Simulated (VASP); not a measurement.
Set up this calculation in VASP 6.6.1, as the native input.

* Task: single point
* Functional: PBE
* Dispersion: D3(BJ)
* Potentials or basis: VASP PAW PBE potentials, release 64 (Mo_sv, S)
* Cutoff: 520 eV
* k mesh: 14 × 14 × 3
* Occupations: gaussian, width 0.15 eV
* Spin: no spin polarisation
* Dipole correction: no
* Further INCAR settings: ALGO = Fast; EDIFF = 1e-07; NBANDS = 49

The structure of MoS2 lies in POSCAR:

```
MoS2
1.0
   -1.5671157456     -2.7143240927      0.0000000000
    1.5671157456     -2.7143240927      0.0000000000
    0.0000000000     -2.2619367439     17.8649660373
Mo S
3 6
Direct
    0.6527708333      0.6527708333      0.8333500000
    0.2638819444      0.2638819444      0.1666833333
    0.4583263889      0.4583263889      0.5000166667
    0.7542831467      0.7542831467      0.5897204479
   -0.0512724088     -0.0512724088      0.9230537812
    0.5598387023      0.5598387023      0.2563871146
    0.9679251866      0.9679251866      0.0769795521
    0.1623696311      0.1623696311      0.4103128854
    0.3568140755      0.3568140755      0.7436462188
```

The input as run:

INCAR

```
SYSTEM = MoS2
  ALGO = Fast
  EDIFF = 1E-7
  ENCUT = 520
  GGA = PE
  ISIF = 2
  ISMEAR = 0
  IVDW = 12
  LASPH = .TRUE.
  LCHARG = .TRUE.
  LELF = .TRUE.
  LREAL = .FALSE.
  LVHAR = .TRUE.
  LWAVE = .FALSE.
  NBANDS = 49
  NELM = 100
  PREC = Accurate
  SIGMA = 0.15
```

KPOINTS

```
k-points
0
G
  14 14 3
  0 0 0
```

Potentials or basis: VASP PAW PBE potentials, release 64 (Mo_sv, S).

Run with:

```sh
$ cat potpaw_PBE.64/Mo_sv/POTCAR potpaw_PBE.64/S/POTCAR > POTCAR
$ mpirun -np 1 vasp_std > vasp.out
```

It gave:

```yaml
Pressure: 0.8 GPa
Largest_force: 0.747 eV/Å
Band_gap_on_the_k_mesh: zero (bands 39 and 40 overlap by 0.54 eV)
Dispersion_energy_per_atom: -0.450 eV
```

Wall time 38 min on 1 thread of Oxide Virtual Turin-like Processor (shared host), peak memory 0.87 GiB.
